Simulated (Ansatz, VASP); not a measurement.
C in VASP and in Ansatz

```
C
1.0
    -1.12120    1.12120    1.58557
     1.12120   -1.12120    1.58557
     1.12120    1.12120   -1.58557
C
2
Direct
  0.62500 0.87500 0.75000
  0.37500 0.12500 0.25000
```

Change from the starting cell: volume scaled by 0.7, PAW files.

Alike in both runs: task single point; functional PBE; k mesh 21 × 21 × 21; occupations fermi-dirac, width 0.1 eV; no spin polarisation.

|  | VASP | Ansatz |
| --- | --- | --- |
| version | VASP 6.6.1 | Ansatz 0.2.0 |
| potentials or method | VASP PAW PBE potentials, release 64 (C) | PAW with Ansatz's default frozen-core files, scalar-relativistic |
| plane-wave cutoff (eV) | 520 | 420 |
| valence electrons in the cell | 8 | 8 |

VASP gave:

| Quantity | Value |
| --- | --- |
| gap on the k mesh at the Fermi level (eV) | 4.99 |
| pressure (GPa) | 295.0 |

Which values does Ansatz return?

gap on the k mesh at the Fermi level (eV): 5.01; pressure (GPa): 292.8.

Both programs put the cell under a high pressure, so it lies far from rest at this level. Ansatz's warnings: near symmetry operations not taken.

Noted on VASP's run: the cell as given lies far from equilibrium.
